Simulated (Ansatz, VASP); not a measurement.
# LiOs2: VASP beside Ansatz

```
CELL_PARAMETERS angstrom
4.38884 0.00000 0.00000
-2.19442 3.80085 0.00000
0.00000 0.00000 2.57866
ATOMIC_POSITIONS crystal
Li 0.00000 0.00000 0.00000
Os 0.33333 0.66667 0.50000
Os 0.66667 0.33333 0.50000
```

Alike in both runs: task relaxation of cell and atoms; functional PBE; k mesh 12 × 12 × 18; occupations gaussian, width 0.1 eV; no spin polarisation.

|  | VASP | Ansatz |
| --- | --- | --- |
| version | VASP 6.6.1 | Ansatz 0.2.0 |
| potentials or method | VASP PAW PBE potentials, release 64 (Li_sv, Os), cutoff 600 eV | scalar-relativistic, plane waves, PAW |
| valence electrons in the cell | 19 | 35 |

Ansatz gave:

| Quantity | Value |
| --- | --- |
| gap on the k mesh at the Fermi level, each at its own relaxed structure (eV) | none |
| relaxed volume (Å³/atom) | 14.35 |
| relaxed cell length with the largest relative difference (Å) | 4.414 |

Question: Estimate VASP's values.

Answer: gap on the k mesh at the Fermi level, each at its own relaxed structure (eV): none; relaxed volume (Å³/atom): 14.33; relaxed cell length with the largest relative difference (Å): 4.407.

A gap of «none» marks a metal or a gap that the smearing closes. VASP's potentials hold 19 valence electrons a cell and Ansatz's 35, so a difference there can come from the potentials and not from the codes.

Spin-orbit coupling is off throughout. Noted on VASP's run: the cutoff is short for stress, so the pressure is rough.
